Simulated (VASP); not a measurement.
Runs of VASP 6.6.1 on TiTe2. The structure is that of space group P-3m1 (No. 164), or close to it. The cells are those of the table. 

```tsv
cell	gap on the mesh (eV)	pressure (GPa)	largest force (eV/Å)
a = 3.713, b = 3.713, c = 6.388 Å, angles 90.0, 90.0, 120.0°, 3 atoms	none	4.6	0.50
a = 3.839, b = 3.839, c = 6.605 Å, angles 90.0, 90.0, 120.0°, 3 atoms	none	(b)	0.35
a = 3.647, b = 3.647, c = 6.274 Å, angles 90.0, 90.0, 120.0°, 3 atoms	none	9.4	(a)
a = 3.777, b = 3.777, c = 6.498 Å, angles 90.0, 90.0, 120.0°, 3 atoms	none	0.9	0.04
a = 3.745, b = 3.745, c = 6.443 Å, angles 90.0, 90.0, 120.0°, 3 atoms	none	2.7	0.26
```

Alike in all rows: task single point; level PBE; potentials or basis VASP PAW PBE potentials, release 64 (Ti_sv, Te); no spin polarisation; k mesh 10 × 10 × 5; cutoff (eV) 520; smearing fermi-dirac 0.1 eV.

Problem. Estimate the missing entries.

Solution. (a) 1.06; (b) -2.0.

Caveats: spin-orbit coupling is left out, which moves the levels of the heavy elements; this functional lacks dispersion, which binds the layers, so the pressure and a relaxed spacing across them are unreliable; forces of over 1 eV/Å act on the atoms, so gaps and moduli don't describe the material at rest (some runs).

A k mesh can miss the band edges, and the runs leave out spin-orbit coupling on Te.

A gap of «none» marks levels without a gap at the run's occupations.
